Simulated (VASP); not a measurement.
# GaN (P6_3mc) in VASP: single point with HSE06

Aim: the single point of GaN with HSE06.

Program: VASP 6.6.1. These are calculated values, not measurements. Logs are shortened: lines on timing, memory, paths and dates and some standing lists are left out, and cuts for length are marked.

## (1) The cell of the first run

It takes space group P6_3mc (No. 186, hexagonal). Conventional cell: a = 3.183 Å, b = 3.183 Å, c = 5.184 Å, α = 90.00°, β = 90.00°, γ = 120.00°. Ga (site symmetry 3m) has 4 N at 1.95 Å within 2.6 Å. N (site symmetry 3m) has 4 Ga at 1.95 Å within 2.6 Å.

## (2) Single point, HSE06

POSCAR reads:

```
GaN
1.0
    3.1831493765      0.0000000000      0.0000000000
   -1.5915746883      2.7566882241      0.0000000000
    0.0000000000      0.0000000000      5.1836252600
Ga N
2 2
Direct
    0.3333333333      0.6666666667     -0.0008868102
    0.6666666667      0.3333333333      0.4991131898
    0.3333333333      0.6666666667      0.3758868102
    0.6666666667      0.3333333333      0.8758868102
```

INCAR.step1 reads:

```
PREC = Accurate
ENCUT = 520
EDIFF = 1E-5
ISMEAR = 0
SIGMA = 0.01
LREAL = F
LASPH = T
NELM = 60
ALGO = Normal
ISIF = 2
LWAVE = T
GGA = PE
NBANDS = 26
```

INCAR.step2 reads:

```
PREC = Accurate
ENCUT = 520
EDIFF = 1E-7
ISMEAR = 0
SIGMA = 0.01
LREAL = F
LASPH = T
NELM = 60
ALGO = Normal
ISIF = 2
LWAVE = F
LCHARG = T
GGA = PE
LHFCALC = T
HFSCREEN = 0.2079
PRECFOCK = Normal
LELF = T
LVHAR = T
ISTART = 1
NBANDS = 26
```

KPOINTS reads:

```
regular mesh
0
Gamma
  6 6 2
```

Potentials or basis: VASP PAW PBE potentials, release 64 (Ga_d, N).

On the command line:

```console
cat potpaw_PBE.64/Ga_d/POTCAR potpaw_PBE.64/N/POTCAR > POTCAR
cp INCAR.step1 INCAR
mpirun -np 1 vasp_std > vasp.out
cp INCAR.step2 INCAR
mpirun -np 1 vasp_std > vasp.out
```

OUTCAR:

```text
PREC = Accurate
   ENCUT = 520
   EDIFF = 1E-7
   ISMEAR = 0
   LREAL = F
   LASPH = T
   NELM = 60
   ISIF = 2
   GGA = PE
   LHFCALC = T
   HFSCREEN = 0.2079
   PRECFOCK = Normal
   ISTART = 1

 ion  position               nearest neighbor table
   1  0.333  0.667  0.999-   4 1.95   4 1.95   4 1.95   3 1.95
   2  0.667  0.333  0.499-   3 1.95   3 1.95   3 1.95   4 1.95
   3  0.333  0.667  0.376-   2 1.95   2 1.95   2 1.95   1 1.95
   4  0.667  0.333  0.876-   1 1.95   1 1.95   1 1.95   2 1.95

  LATTYP: Found a hexagonal cell.
 ALAT       =     3.1831493765
 C/A-ratio  =     1.6284580605

  Lattice vectors:

 A1 = (   3.1831493765,   0.0000000000,   0.0000000000)
 A2 = (  -1.5915746883,   2.7566882241,   0.0000000000)
 A3 = (   0.0000000000,   0.0000000000,   5.1836252600)

Analysis of symmetry for initial positions (statically):
=====================================================================
 Subroutine PRICEL returns:
 Original cell was already a primitive cell.

 Routine SETGRP: Setting up the symmetry group for a
 hexagonal supercell.

 Subroutine GETGRP returns: Found 12 space group operations
 (whereof  6 operations were pure point group operations)
 out of a pool of 24 trial point group operations.

The static configuration has the point symmetry C_3v.
 The point group associated with its full space group is C_6v.

Analysis of symmetry for dynamics (positions and initial velocities):
=====================================================================
 Subroutine PRICEL returns:
 Original cell was already a primitive cell.

 Routine SETGRP: Setting up the symmetry group for a
 hexagonal supercell.

 Subroutine GETGRP returns: Found 12 space group operations
 (whereof  6 operations were pure point group operations)
 out of a pool of 24 trial point group operations.

The dynamic configuration has the point symmetry C_3v.
 The point group associated with its full space group is C_6v.

 Subroutine INISYM returns: Found 12 space group operations
 (whereof  6 operations are pure point group operations),
 and found     1 'primitive' translations

----------------------------------------------------------------------------------------

                                     Primitive cell

  volume of cell :      45.4861

  direct lattice vectors                    reciprocal lattice vectors
     3.183149376  0.000000000  0.000000000     0.314154280  0.181377058  0.000000000
    -1.591574688  2.756688224  0.000000000     0.000000000  0.362754116  0.000000000
     0.000000000  0.000000000  5.183625260     0.000000000  0.000000000  0.192915180

  length of vectors
     3.183149376  3.183149377  5.183625260     0.362754116  0.362754116  0.192915180

  position of ions in fractional coordinates (direct lattice)
     0.333333333  0.666666667  0.999113190
     0.666666667  0.333333333  0.499113190
     0.333333333  0.666666667  0.375886810
     0.666666667  0.333333333  0.875886810

  ion indices of the primitive-cell ions
   primitive index   ion index
                 1           1
                 2           2
                 3           3
                 4           4

----------------------------------------------------------------------------------------

 KPOINTS: regular mesh

Automatic generation of k-mesh.
 Grid dimensions read from file:
 generate k-points for:    6    6    2

 Generating k-lattice:

  Cartesian coordinates                     Fractional coordinates (reciprocal lattice)
     0.052359047  0.030229510  0.000000000     0.166666667  0.000000000  0.000000000
     0.000000000  0.060459019  0.000000000     0.000000000  0.166666667  0.000000000
     0.000000000  0.000000000  0.096457590     0.000000000  0.000000000  0.500000000

  Length of vectors
     0.060459019  0.060459019  0.096457590

  Shift w.r.t. Gamma in fractional coordinates (k-lattice)
     0.000000000  0.000000000  0.000000000

 Subroutine IBZKPT returns following result:
 ===========================================

 Found     14 irreducible k-points:

 Following reciprocal coordinates:
            Coordinates               Weight
  0.000000  0.000000  0.000000      1.000000
  0.166667 -0.000000  0.000000      6.000000
  0.333333  0.000000  0.000000      6.000000
  0.500000 -0.000000  0.000000      3.000000
  0.166667  0.166667  0.000000      6.000000
  0.333333  0.166667  0.000000     12.000000
  0.333333  0.333333  0.000000      2.000000
  0.000000  0.000000  0.500000      1.000000
  0.166667 -0.000000  0.500000      6.000000
  0.333333  0.000000  0.500000      6.000000
  0.500000 -0.000000  0.500000      3.000000
  0.166667  0.166667  0.500000      6.000000
  0.333333  0.166667  0.500000     12.000000
  0.333333  0.333333  0.500000      2.000000
   k-points           NKPTS =     14   k-points in BZ     NKDIM =     72   number of bands    NBANDS=     26
   number of dos      NEDOS =    301   number of ions     NIONS =      4
   total plane-waves  NPLWV =  23040
   dimension x,y,z NGX =    24 NGY =   24 NGZ =   40
   dimension x,y,z NGXF=    48 NGYF=   48 NGZF=   80
   ions per type =               2   2
   NGX,Y,Z   is equivalent  to a cutoff of  12.53, 12.53, 12.83 a.u.
   NGXF,Y,Z  is equivalent  to a cutoff of  25.07, 25.07, 25.66 a.u.
 SYSTEM =  unknown system
   PREC   = accura    normal or accurate (medium, high low for compatibility)
   ISTART =      1    job   : 0-new  1-cont  2-samecut
   ICHARG =      0    charge: 1-file 2-atom 10-const
   ISPIN  =      1    spin polarized calculation?
   LNONCOLLINEAR =      F non collinear calculations
   LSORBIT =      F    spin-orbit coupling
   LASPH  =      T    aspherical Exc in radial PAW
   ENCUT  =  520.0 eV  38.22 Ry    6.18 a.u.   5.92  5.92  9.64*2*pi/ulx,y,z
   NELM   =     60;   NELMIN=  2; NELMDL=  0     # of ELM steps
   EDIFF  = 0.1E-06   stopping-criterion for ELM
   LREAL  =      F    real-space projection
   EDIFFG = 0.1E-05   stopping-criterion for IOM
   NSW    =      0    number of steps for IOM
   IBRION =     -1    ionic relax: 0-MD 1-quasi-New 2-CG
   NFREE  =      0    steps in history (QN), initial steepest desc. (CG)
   ISIF   =      2    stress and relaxation
   ISYM   =      3    0-nonsym 1-usesym 2-fastsym
   POTIM  = 0.5000    time-step for ionic-motion
   TEBEG  =    0.0;   TEEND  =   0.0 temperature during run
   PSTRESS=    0.0 pullay stress
   NELECT =      36.0000    total number of electrons
   NUPDOWN=      -1.0000    fix difference up-down
   EMIN   =  10.00;   EMAX   =-10.00  energy-range for DOS
   EFERMI =   0.00;   METHOD = LEGACY
   ISMEAR =     0;   SIGMA  =   0.01  broadening in eV -4-tet -1-fermi 0-gaus
   EFERMI_NEDOS =   21; number of points for ismear=-14 and -15
   IALGO  =     38    algorithm
   IMIX   =      1    mixing-type and parameters
     AMIX     =   0.40;   BMIX     =  1.00
     AMIX_MAG =   1.60;   BMIX_MAG =  1.00
  volume/ion in A,a.u.               =      11.37        76.74
  Fermi-wavevector in a.u.,A,eV,Ry     =   1.514315  2.861641 31.200201  2.293150
  Thomas-Fermi vector in A             =   2.623989
   LORBIT       =      0    0 simple, 1 ext, 2 COOP (PROOUT), +10 PAW based schemes
   GGA     = PE    functional components
   LHFCALC =     T    Hartree Fock is set to
   PRECFOCK=normal    Normal, Fast or Accurate (Low or Medium for compatibility)
   ENCUT4O =  -1.0   cutoff for four orbital integrals eV
   NKREDX  =     1    reduce k-point grid by
   NKREDY  =     1    reduce k-point grid by
   NKREDZ  =     1    reduce k-point grid by
   AEXX    =    0.2500 exact exchange contribution
   HFSCREEN=    0.2079 screening length (either q_TF or 0.3 A-1)
   HFSCREENC=   0.2079 screening length for correlation (either q_TF or 0.3 A-1)
   ENCUTFOCK=  -1.0 apply spherical cutoff to Coloumb kernel
   IVDW    =     0    specifies the selected vdW correction
   LEPSILON=     F    determine dielectric tensor
   LRPA    =     F    only Hartree local field effects (RPA)
 non-spin polarized calculation
 Gauss-broadening in eV      SIGMA  =   0.01
  energy-cutoff  :      520.00
  volume of cell :       45.49
 maximum number of plane-waves:      1248
 NGX is ok and might be reduce to    24
  NGX = 18; NGY = 18; NGZ = 30

 number of electron      35.9999993 magnetization

 Free energy of the ion-electron system (eV)
  ---------------------------------------------------
  ext. energy  EPLUGINS =         0.00000000
  ---------------------------------------------------
  free energy    TOTEN  =       -29.52206886 eV

  energy without entropy =      -29.52206886  energy(sigma->0) =      -29.52206886

 E-fermi :   4.5871     XC(G=0):  -9.5815

 val. band max:        4.5432859735   @ k =   0.0000   0.0000   0.0000
 cond. band min:       7.7622812985   @ k =   0.0000   0.0000   0.0000
 fundamental gap:      3.2189953250
 Fermi energy:         4.5871309868

 k-point     1 :       0.0000    0.0000    0.0000
  band No.  band energies     occupation
      1     -12.9839      2.00000
      2     -12.3441      2.00000
      3     -11.0275      2.00000
      4     -11.0108      2.00000
      5     -11.0108      2.00000
      6     -10.9502      2.00000
[... 18 lines left out ...]
     25      18.0082      0.00000
     26      18.0082      0.00000

 k-point     2 :       0.1667   -0.0000    0.0000
  band No.  band energies     occupation
      1     -12.7556      2.00000
      2     -12.3049      2.00000
      3     -10.9967      2.00000
      4     -10.9774      2.00000
      5     -10.9229      2.00000
      6     -10.9020      2.00000
[... 18 lines left out ...]
     25      17.6472      0.00000
     26      18.5838      0.00000

 k-point     3 :       0.3333    0.0000    0.0000
  band No.  band energies     occupation
      1     -12.4268      2.00000
      2     -12.2596      2.00000
      3     -10.9553      2.00000
      4     -10.9392      2.00000
      5     -10.8514      2.00000
      6     -10.8088      2.00000
[... 18 lines left out ...]
     25      17.7293      0.00000
     26      19.5883      0.00000

 k-point     4 :       0.5000   -0.0000    0.0000
  band No.  band energies     occupation
      1     -12.3422      2.00000
      2     -12.2471      2.00000
      3     -10.9517      2.00000
      4     -10.9349      2.00000
      5     -10.8386      2.00000
      6     -10.7877      2.00000
[... 18 lines left out ...]
     25      18.6307      0.00000
     26      19.8232      0.00000

 k-point     5 :       0.1667    0.1667    0.0000
  band No.  band energies     occupation
      1     -12.4856      2.00000
      2     -12.2673      2.00000
      3     -10.9612      2.00000
      4     -10.9438      2.00000
      5     -10.8741      2.00000
      6     -10.8482      2.00000
[... 18 lines left out ...]
     25      17.3788      0.00000
     26      19.6693      0.00000

 k-point     6 :       0.3333    0.1667    0.0000
  band No.  band energies     occupation
      1     -12.3248      2.00000
      2     -12.2489      2.00000
      3     -10.9751      2.00000
      4     -10.9027      2.00000
      5     -10.8124      2.00000
      6     -10.8008      2.00000
[... 137 lines left out ...]
 k-point    11 :       0.5000   -0.0000    0.5000
  band No.  band energies     occupation
      1     -12.2468      2.00000
      2     -12.2468      2.00000
      3     -10.9514      2.00000
      4     -10.9514      2.00000
      5     -10.8446      2.00000
      6     -10.8446      2.00000
[... 18 lines left out ...]
     25      18.5918      0.00000
     26      18.5918      0.00000

 k-point    12 :       0.1667    0.1667    0.5000
  band No.  band energies     occupation
      1     -12.2972      2.00000
      2     -12.2972      2.00000
      3     -10.9272      2.00000
      4     -10.9272      2.00000
      5     -10.8995      2.00000
      6     -10.8995      2.00000
[... 18 lines left out ...]
     25      18.0389      0.00000
     26      18.0389      0.00000

 k-point    13 :       0.3333    0.1667    0.5000
  band No.  band energies     occupation
      1     -12.2380      2.00000
      2     -12.2380      2.00000
      3     -10.9207      2.00000
      4     -10.9207      2.00000
      5     -10.8644      2.00000
      6     -10.8644      2.00000
[... 18 lines left out ...]
     25      18.7139      0.00000
     26      18.7139      0.00000

 k-point    14 :       0.3333    0.3333    0.5000
  band No.  band energies     occupation
      1     -12.2196      2.00000
      2     -12.2196      2.00000
      3     -10.8888      2.00000
      4     -10.8888      2.00000
      5     -10.8761      2.00000
      6     -10.8761      2.00000
[... 18 lines left out ...]
     25      20.0958      0.00000
     26      20.0962      0.00000

------------------------ aborting loop because EDIFF is reached ----------------------------------------

  FORCE on cell =-STRESS in cart. coord.  units (eV):
  Direction    XX          YY          ZZ          XY          YZ          ZX
  --------------------------------------------------------------------------------------
  -------------------------------------------------------------------------------------
  Total       -0.0234561     -0.0234561     -0.1293642      0.0000000      0.0000000      0.0000000
  in kB       -0.8262060     -0.8262060     -4.5566589      0.0000000      0.0000000      0.0000000
  external PRESSURE =      -2.0696903 kB  Pullay stress =       0.0000000 kB

 VOLUME and BASIS-vectors are now :
 -----------------------------------------------------------------------------
  energy-cutoff  :      520.00
  volume of cell :       45.49
      direct lattice vectors                 reciprocal lattice vectors
     3.183149376  0.000000000  0.000000000     0.314154280  0.181377058  0.000000000
    -1.591574688  2.756688224  0.000000000     0.000000000  0.362754116  0.000000000
     0.000000000  0.000000000  5.183625260     0.000000000  0.000000000  0.192915180

 POSITION                                       TOTAL-FORCE (eV/Angst)
 -----------------------------------------------------------------------------------
     -0.00000      1.83779      5.17903         0.000000      0.000000     -0.012172
      1.59157      0.91890      2.58722        -0.000000     -0.000000     -0.012172
     -0.00000      1.83779      1.94846         0.000000      0.000000      0.012172
      1.59157      0.91890      4.54027         0.000000     -0.000000      0.012172
 -----------------------------------------------------------------------------------
    total drift:                               -0.000001     -0.000002     -0.000773

  FREE ENERGIE OF THE ION-ELECTRON SYSTEM (eV)
  ---------------------------------------------------
  free  energy   TOTEN  =       -29.5220688649 eV

  energy  without entropy=      -29.5220688649  energy(sigma->0) =      -29.52206886
```

Run time: 76 min. Hardware: 1 thread of Intel Xeon Platinum 8375C at 2.90GHz (Ice Lake), shared host; peak memory 0.27 GiB.

Results:

```yaml
Free_energy: -29.5221 eV
Pressure: -0.2 GPa
Largest_force: 0.012 eV/Å
Band_gap_on_the_k_mesh: 3.22 eV
```

Forces in eV/Å, atoms in the order of the input:
```
Ga   0.000  0.000 -0.012
Ga   0.000  0.000 -0.012
N    0.000  0.000  0.012
N    0.000  0.000  0.012
```

Caveat: the k points lie up to 0.61 Å⁻¹ apart; the PAW data sets were made with another functional, which shifts forces and pressure a little.
